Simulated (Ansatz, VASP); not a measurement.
**Re in VASP and in Ansatz**

```
CELL_PARAMETERS angstrom
-1.53475 1.53475 1.53475
1.53475 -1.53475 1.53475
1.53475 1.53475 -1.53475
ATOMIC_POSITIONS crystal
Re 0.00000 0.00000 0.00000
```

Alike in both runs: task single point; functional LDA; k mesh 16 × 16 × 16; occupations fermi-dirac, width 0.1 eV; no spin polarisation.

```csv
,VASP,Ansatz
version,VASP 6.6.1,Ansatz 0.2.0
potentials or method,"VASP PAW LDA potentials, release 64 (Re_sv_GW), cutoff 560 eV","plane waves (420 eV) with PAW, scalar-relativistic"
valence electrons in the cell,15,15
```

|  | VASP | Ansatz | Ansatz less VASP |
| --- | --- | --- | --- |
| pressure (GPa) | 0.4 | 0.4 | -0.06 |

Ansatz warns that its potentials were made for another functional, while VASP's fit it. LDA's correlation is that of Perdew and Zunger in VASP and of Perdew and Wang (1992) in Ansatz.

Neither program's run includes spin-orbit coupling.
